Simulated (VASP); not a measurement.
# HC18N in VASP: single point with PBE

Aim: the single point of HC18N with PBE.

Everything below comes from runs of VASP 6.6.1. Logs are shortened: lines on timing, memory, paths and dates and some standing lists are left out, and cuts for length are marked.

### 1 The cell of the first run

The cell holds a slab with vacuum, 20 atoms: a = 7.398 Å, b = 7.398 Å, c = 13.000 Å, α = 90.00°, β = 90.00°, γ = 120.00°.

### 2 Single point, PBE

The input, INCAR:

```
PREC     = Accurate       # precision mode
ENCUT    = 520            # plane-wave cutoff, eV
EDIFF    = 1E-7           # SCF threshold, eV
ISMEAR   = 0              # smearing method
SIGMA    = 0.05           # smearing width, eV
LREAL    = Auto         
LASPH    = T              # aspherical terms in the spheres
NELM     = 100            # most SCF steps
ALGO     = Normal         # electronic algorithm
ISIF     = 2              # what is computed and relaxed
LWAVE    = F              # write WAVECAR
LCHARG   = T              # write CHGCAR
GGA      = PE             # functional
LELF     = T              # ELF
LVHAR    = T            
NBANDS   = 55             # bands
```

The input, KPOINTS:

```
regular mesh
0
Gamma
  2 2 1
```

The input, POSCAR:

```
HC18N
1.0
    7.3980000000      0.0000000000      0.0000000000
   -3.6990000000      6.4068560000      0.0000000000
    0.0000000000      0.0000000000     13.0000000000
C N H
18 1 1
Direct
    0.0094597921     -0.0058804650      0.0714615359
    0.2291814859      0.1041132956      0.0714194824
    0.0069633914      0.3250544230      0.0720287600
    0.2300604869      0.4357944977      0.0759981941
    0.0080234549      0.6625224355      0.0763514780
    0.2309892179      0.7730929057      0.0720420864
    0.3409998325     -0.0071007391      0.0717623235
    0.5644170587      0.1040175404      0.0714216453
    0.3365082943      0.3249053220      0.0790422785
    0.5601113745      0.4307131105      0.1024891549
    0.3433505952      0.6623438898      0.0760374735
    0.5606946669      0.7732357111      0.0791363338
    0.6741397213     -0.0059726786      0.0714863670
    0.8971734261      0.1052503239      0.0718111809
    0.6776933616      0.3242116632      0.0790849053
    0.8945672226      0.4356097710      0.0763181986
    0.6784793469      0.6674150269      0.1025849396
    0.9025496165      0.7739271594      0.0791724286
    0.6261692930      0.5489297864      0.2013861899
    0.4980372607      0.5489018209      0.2320424438
```

Potentials or basis: VASP PAW PBE potentials, release 64 (C, N, H).

Started as:

```sh
$ cat potpaw_PBE.64/C/POTCAR potpaw_PBE.64/N/POTCAR potpaw_PBE.64/H/POTCAR > POTCAR
$ mpirun -np 1 vasp_std > vasp.out
```

OUTCAR:

```text
PREC = Accurate
   ENCUT = 520
   EDIFF = 1E-7
   ISMEAR = 0
   LREAL = Auto
   LASPH = T
   NELM = 100
   ISIF = 2
   GGA = PE

 ion  position               nearest neighbor table
   1  0.009  0.994  0.071-   2 1.41  18 1.41  14 1.43
   2  0.229  0.104  0.071-   1 1.41   9 1.42   7 1.43
   3  0.007  0.325  0.072-  14 1.41  16 1.43   4 1.43
   4  0.230  0.436  0.076-   9 1.39   3 1.43  11 1.45
   5  0.008  0.663  0.076-  18 1.39   6 1.43  16 1.45
   6  0.231  0.773  0.072-   7 1.41   5 1.43  11 1.43
   7  0.341  0.993  0.072-   6 1.41   2 1.43   8 1.43
   8  0.564  0.104  0.071-  13 1.41  15 1.41   7 1.43
   9  0.337  0.325  0.079-   4 1.39   2 1.42  10 1.47
  10  0.560  0.431  0.102-   9 1.47  15 1.47  19 1.49  17 1.52
  11  0.343  0.662  0.076-  12 1.39   6 1.43   4 1.45
  12  0.561  0.773  0.079-  11 1.39  13 1.42  17 1.47
  13  0.674  0.994  0.071-   8 1.41  12 1.42  14 1.43
  14  0.897  0.105  0.072-   3 1.41  13 1.43   1 1.43
  15  0.678  0.324  0.079-  16 1.39   8 1.41  10 1.47
  16  0.895  0.436  0.076-  15 1.39   3 1.43   5 1.45
  17  0.678  0.667  0.103-  12 1.47  18 1.47  19 1.49  10 1.52
  18  0.903  0.774  0.079-   5 1.39   1 1.41  17 1.47
  19  0.626  0.549  0.201-  20 1.03  17 1.49  10 1.49
  20  0.498  0.549  0.232-  19 1.03

  LATTYP: Found a hexagonal cell.
 ALAT       =     7.3980000000
 C/A-ratio  =     1.7572316842

  Lattice vectors:

 A1 = (   7.3980000000,   0.0000000000,   0.0000000000)
 A2 = (  -3.6990000000,   6.4068560000,   0.0000000000)
 A3 = (   0.0000000000,   0.0000000000,  13.0000000000)

Analysis of symmetry for initial positions (statically):
=====================================================================
 Subroutine PRICEL returns:
 Original cell was already a primitive cell.

 Routine SETGRP: Setting up the symmetry group for a
 hexagonal supercell.

 Subroutine GETGRP returns: Found  1 space group operations
 (whereof  1 operations were pure point group operations)
 out of a pool of 24 trial point group operations.

The static configuration has the point symmetry C_1 .

Analysis of symmetry for dynamics (positions and initial velocities):
=====================================================================
 Subroutine PRICEL returns:
 Original cell was already a primitive cell.

 Routine SETGRP: Setting up the symmetry group for a
 hexagonal supercell.

 Subroutine GETGRP returns: Found  1 space group operations
 (whereof  1 operations were pure point group operations)
 out of a pool of 24 trial point group operations.

The dynamic configuration has the point symmetry C_1 .

 Subroutine INISYM returns: Found  1 space group operations
 (whereof  1 operations are pure point group operations),
 and found     1 'primitive' translations

----------------------------------------------------------------------------------------

                                     Primitive cell

  volume of cell :     616.1730

  direct lattice vectors                    reciprocal lattice vectors
     7.398000000  0.000000000  0.000000000     0.135171668  0.078041398  0.000000000
    -3.699000000  6.406856000  0.000000000     0.000000000  0.156082796  0.000000000
     0.000000000  0.000000000 13.000000000     0.000000000  0.000000000  0.076923077

  length of vectors
     7.398000000  7.398000054 13.000000000     0.156082797  0.156082796  0.076923077

  position of ions in fractional coordinates (direct lattice)
     0.009459792  0.994119535  0.071461536
     0.229181486  0.104113296  0.071419482
     0.006963391  0.325054423  0.072028760
     0.230060487  0.435794498  0.075998194
     0.008023455  0.662522436  0.076351478
     0.230989218  0.773092906  0.072042086
[... 12 lines left out ...]
     0.626169293  0.548929786  0.201386190
     0.498037261  0.548901821  0.232042444

  ion indices of the primitive-cell ions
   primitive index   ion index
                 1           1
                 2           2
                 3           3
                 4           4
                 5           5
                 6           6
[... 12 lines left out ...]
                19          19
                20          20

----------------------------------------------------------------------------------------

 KPOINTS: regular mesh

Automatic generation of k-mesh.
 Grid dimensions read from file:
 generate k-points for:    2    2    1

 Generating k-lattice:

  Cartesian coordinates                     Fractional coordinates (reciprocal lattice)
     0.067585834  0.039020699  0.000000000     0.500000000 -0.000000000  0.000000000
     0.000000000  0.078041398  0.000000000     0.000000000  0.500000000  0.000000000
     0.000000000  0.000000000  0.076923077     0.000000000  0.000000000  1.000000000

  Length of vectors
     0.078041399  0.078041398  0.076923077

  Shift w.r.t. Gamma in fractional coordinates (k-lattice)
     0.000000000  0.000000000  0.000000000

 Subroutine IBZKPT returns following result:
 ===========================================

 Found      4 irreducible k-points:

 Following reciprocal coordinates:
            Coordinates               Weight
  0.000000  0.000000  0.000000      1.000000
  0.500000  0.000000  0.000000      1.000000
  0.000000  0.500000  0.000000      1.000000
  0.500000  0.500000  0.000000      1.000000
   k-points           NKPTS =      4   k-points in BZ     NKDIM =      4   number of bands    NBANDS=     55
   number of dos      NEDOS =    301   number of ions     NIONS =     20
   total plane-waves  NPLWV = 307328
   dimension x,y,z NGX =    56 NGY =   56 NGZ =   98
   dimension x,y,z NGXF=   112 NGYF=  112 NGZF=  196
   ions per type =              18   1   1
   NGX,Y,Z   is equivalent  to a cutoff of  12.58, 12.58, 12.53 a.u.
   NGXF,Y,Z  is equivalent  to a cutoff of  25.17, 25.17, 25.06 a.u.
 SYSTEM =  unknown system
   PREC   = accura    normal or accurate (medium, high low for compatibility)
   ISTART =      0    job   : 0-new  1-cont  2-samecut
   ICHARG =      2    charge: 1-file 2-atom 10-const
   ISPIN  =      1    spin polarized calculation?
   LNONCOLLINEAR =      F non collinear calculations
   LSORBIT =      F    spin-orbit coupling
   LASPH  =      T    aspherical Exc in radial PAW
   ENCUT  =  520.0 eV  38.22 Ry    6.18 a.u.  13.76 13.76 24.17*2*pi/ulx,y,z
   NELM   =    100;   NELMIN=  2; NELMDL= -5     # of ELM steps
   EDIFF  = 0.1E-06   stopping-criterion for ELM
   LREAL  =      T    real-space projection
   EDIFFG = 0.1E-05   stopping-criterion for IOM
   NSW    =      0    number of steps for IOM
   IBRION =     -1    ionic relax: 0-MD 1-quasi-New 2-CG
   NFREE  =      0    steps in history (QN), initial steepest desc. (CG)
   ISIF   =      2    stress and relaxation
   ISYM   =      2    0-nonsym 1-usesym 2-fastsym
   POTIM  = 0.5000    time-step for ionic-motion
   TEBEG  =    0.0;   TEEND  =   0.0 temperature during run
   PSTRESS=    0.0 pullay stress
   NELECT =      78.0000    total number of electrons
   NUPDOWN=      -1.0000    fix difference up-down
   EMIN   =  10.00;   EMAX   =-10.00  energy-range for DOS
   EFERMI =   0.00;   METHOD = LEGACY
   ISMEAR =     0;   SIGMA  =   0.05  broadening in eV -4-tet -1-fermi 0-gaus
   EFERMI_NEDOS =   21; number of points for ismear=-14 and -15
   IALGO  =     38    algorithm
   IMIX   =      4    mixing-type and parameters
     AMIX     =   0.40;   BMIX     =  1.00
     AMIX_MAG =   1.60;   BMIX_MAG =  1.00
  volume/ion in A,a.u.               =      30.81       207.91
  Fermi-wavevector in a.u.,A,eV,Ry     =   0.822001  1.553356  9.193253  0.675685
  Thomas-Fermi vector in A             =   1.933259
   LORBIT       =      0    0 simple, 1 ext, 2 COOP (PROOUT), +10 PAW based schemes
   GGA     = PE    functional components
   LHFCALC =     F    Hartree Fock is set to
   AEXX    =    0.0000 exact exchange contribution
   IVDW    =     0    specifies the selected vdW correction
   LEPSILON=     F    determine dielectric tensor
   LRPA    =     F    only Hartree local field effects (RPA)
 non-spin polarized calculation
 Gauss-broadening in eV      SIGMA  =   0.05
  energy-cutoff  :      520.00
  volume of cell :      616.17
 maximum number of plane-waves:     16651
 NGX is ok and might be reduce to    56
   NGX = 27   NGY = 27   NGZ = 49

 number of electron      77.9999999 magnetization

 Free energy of the ion-electron system (eV)
  ---------------------------------------------------
  ext. energy  EPLUGINS =         0.00000000
  ---------------------------------------------------
  free energy    TOTEN  =      -175.14828818 eV

  energy without entropy =     -175.14825038  energy(sigma->0) =     -175.14826928

 E-fermi :  -1.8087     XC(G=0):  -3.5421

 val. band max:       -1.9304201596   @ k =   0.0000   0.0000   0.0000
 cond. band min:      -1.6870700557   @ k =   0.0000   0.0000   0.0000
 fundamental gap:      0.2433501039
 Fermi energy:        -1.8087451075

 k-point     1 :       0.0000    0.0000    0.0000
  band No.  band energies     occupation
      1     -22.8691      2.00000
      2     -20.8416      2.00000
      3     -18.9213      2.00000
      4     -18.8902      2.00000
      5     -18.8454      2.00000
      6     -18.7675      2.00000
[... 43 lines left out ...]
     50       4.1097      0.00000
     51       4.1508      0.00000

 k-point     2 :       0.5000    0.0000    0.0000
  band No.  band energies     occupation
      1     -22.8242      2.00000
      2     -20.7305      2.00000
      3     -20.1717      2.00000
      4     -19.4274      2.00000
      5     -18.6074      2.00000
      6     -17.0125      2.00000
[... 43 lines left out ...]
     50       3.8501      0.00000
     51       3.9674      0.00000

 k-point     3 :       0.0000    0.5000    0.0000
  band No.  band energies     occupation
      1     -22.8221      2.00000
      2     -20.7737      2.00000
      3     -20.0886      2.00000
      4     -19.5185      2.00000
      5     -18.4869      2.00000
      6     -17.1054      2.00000
[... 43 lines left out ...]
     50       4.0247      0.00000
     51       4.0747      0.00000

 k-point     4 :       0.5000    0.5000    0.0000
  band No.  band energies     occupation
      1     -22.8242      2.00000
      2     -20.7305      2.00000
      3     -20.1717      2.00000
      4     -19.4275      2.00000
      5     -18.6073      2.00000
      6     -17.0124      2.00000
[... 43 lines left out ...]
     50       3.8500      0.00000
     51       3.9674      0.00000
 [bands above 51 left out]

------------------------ aborting loop because EDIFF is reached ----------------------------------------

  FORCE on cell =-STRESS in cart. coord.  units (eV):
  Direction    XX          YY          ZZ          XY          YZ          ZX
  --------------------------------------------------------------------------------------
  -------------------------------------------------------------------------------------
  Total        3.4992754      6.5673164      0.0364942     -0.0099815     -0.0008390     -0.0123018
  in kB        9.0988408     17.0763827      0.0948924     -0.0259540     -0.0021815     -0.0319871
  external PRESSURE =       8.7567053 kB  Pullay stress =       0.0000000 kB

 VOLUME and BASIS-vectors are now :
 -----------------------------------------------------------------------------
  energy-cutoff  :      520.00
  volume of cell :      616.17
      direct lattice vectors                 reciprocal lattice vectors
     7.398000000  0.000000000  0.000000000     0.135171668  0.078041398  0.000000000
    -3.699000000  6.406856000  0.000000000     0.000000000  0.156082796  0.000000000
     0.000000000  0.000000000 13.000000000     0.000000000  0.000000000  0.076923077

 POSITION                                       TOTAL-FORCE (eV/Angst)
 -----------------------------------------------------------------------------------
     -3.60726      6.36918      0.92900        -0.004977      0.002387     -0.004350
      1.31037      0.66704      0.92845         0.003727     -0.004119      0.002434
     -1.15086      2.08258      0.93637        -0.004048     -0.002607      0.002433
      0.08998      2.79207      0.98798         0.004690      0.011078      0.000660
     -2.39131      4.24469      0.99257         0.002609     -0.016135     -0.000415
     -1.15081      4.95309      0.93655        -0.005628     -0.004939      0.001925
[... 12 lines left out ...]
      2.60191      3.51691      2.61802        -0.019244      0.001002      0.091049
      1.65409      3.51673      3.01655         0.007090     -0.000021      0.021659
 -----------------------------------------------------------------------------------
    total drift:                               -0.006890     -0.002993     -0.005676

  FREE ENERGIE OF THE ION-ELECTRON SYSTEM (eV)
  ---------------------------------------------------
  free  energy   TOTEN  =      -175.1482881777 eV

  energy  without entropy=     -175.1482503766  energy(sigma->0) =     -175.14826928
```

Wall time 2.8 min (1 thread of Intel Xeon 6975P-C (Granite Rapids), shared host); peak memory 0.64 GiB.

What came out:

```yaml
Free_energy: -175.1483 eV
Largest_force: 0.093 eV/Å
Band_gap_on_the_k_mesh: 0.24 eV
```

Forces in eV/Å, atoms in the order of the input:
```
C   -0.005  0.002 -0.004
C    0.004 -0.004  0.002
C   -0.004 -0.003  0.002
C    0.005  0.011  0.001
C    0.003 -0.016  0.000
C   -0.006 -0.005  0.002
C    0.008  0.013 -0.002
C   -0.009  0.002 -0.004
C    0.015  0.006 -0.007
C    0.011 -0.061 -0.032
C   -0.007 -0.009 -0.002
C    0.008  0.000 -0.009
C    0.004  0.000 -0.001
C    0.004 -0.008 -0.003
C   -0.006  0.005 -0.011
C   -0.013  0.007  0.001
C    0.009  0.057 -0.040
C   -0.008  0.000 -0.007
N   -0.019  0.001  0.091
H    0.007  0.000  0.022
```

Levels at points of the mesh, in eV from the valence-band top:
```
           k point  band 35  band 36  band 37  band 38  band 39  band 40  band 41  band 42  band 43  band 44
(0.00, 0.00, 0.00)    -3.07    -3.01    -2.68    -0.84     0.00     0.24     1.33     3.28     3.45     4.35
(0.50, 0.00, 0.00)    -2.69    -2.51    -2.32    -2.12    -1.41     1.51     2.11     2.60     2.62     3.88
(0.00, 0.50, 0.00)    -2.63    -2.55    -2.40    -2.12    -0.86     0.74     2.14     2.60     2.91     3.71
(0.50, 0.50, 0.00)    -2.69    -2.51    -2.32    -2.12    -1.41     1.51     2.11     2.60     2.62     3.88
```

Caveat: the k points lie up to 0.49 Å⁻¹ apart.
